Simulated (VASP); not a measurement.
# Si: single point with PBE

The system is Si.

```
CELL_PARAMETERS angstrom
-3.82886 0.00000 0.00000
1.91443 -5.35268 0.00000
0.00000 0.00000 12.67273
ATOMIC_POSITIONS crystal
Si 0.75727 0.51453 0.94511
Si 0.24273 0.48547 0.05489
Si 0.75727 0.51453 0.55489
Si 0.24273 0.48547 0.44511
Si 0.42869 0.85737 0.15727
Si 0.57131 0.14263 0.84273
Si 0.42869 0.85737 0.34273
Si 0.57131 0.14263 0.65727
Si 0.97127 0.94254 0.90937
Si 0.02873 0.05746 0.09063
Si 0.97127 0.94254 0.59063
Si 0.02873 0.05746 0.40937
```

| Property | Result |
| --- | --- |
| Program | VASP 6.6.1 |
| Task | single point |
| Functional | PBE |
| Potentials or basis | VASP PAW PBE potentials, release 64 (Si) |
| Cutoff | 520 eV |
| k mesh | 10 × 10 × 4 |
| Occupations | gaussian, width 0.05 eV |
| Spin | no spin polarisation |
| Dipole correction | no |
| Further INCAR settings | ALGO = Normal; EDIFF = 1e-06; NBANDS = 36 |

| Property | Result |
| --- | --- |
| Pressure | 1.3 GPa |
| Largest force | 0.030 eV/Å |
| Band gap on the k mesh | 0.49 eV (least direct gap 0.57 eV) |

Forces on the atoms (eV/Å):
```
Si   0.000  0.025 -0.015
Si   0.000 -0.025  0.015
Si   0.000  0.025  0.015
Si   0.000 -0.025 -0.015
Si   0.000  0.012  0.010
Si   0.000 -0.012 -0.010
Si   0.000  0.012 -0.010
Si   0.000 -0.012  0.010
Si   0.000 -0.008 -0.024
Si   0.000  0.008  0.024
Si   0.000 -0.008  0.024
Si   0.000  0.008 -0.024
```

Levels at points of the mesh, in eV from the valence-band top:
```csv
k point,band 21,band 22,band 23,band 24,band 25,band 26,band 27,band 28
"(0.00, 0.00, 0.00)",-1.29,-0.98,-0.55,-0.47,0.68,1.26,1.32,1.38
"(0.50, 0.00, 0.00)",-2.17,-2.03,-2.00,-1.23,1.26,1.34,1.42,1.68
"(0.00, 0.50, 0.00)",-1.08,-0.77,-0.41,0.00,0.57,0.71,1.57,1.81
"(0.00, 0.00, 0.50)",-1.07,-1.07,-0.90,-0.90,1.07,1.07,1.47,1.47
"(0.50, 0.00, 0.50)",-1.99,-1.99,-1.64,-1.64,1.43,1.43,1.89,1.89
"(0.00, 0.50, 0.50)",-1.11,-1.11,-0.12,-0.12,0.52,0.52,1.70,1.70
```

Run time: 6.5 min on 1 thread of Intel(R) Xeon(R) 6975P-C (Granite Rapids) (shared host), peak memory 0.7 GiB.

Caveat: semilocal functionals underestimate gaps, and a narrow one can read as zero. A k mesh can miss the band edges.
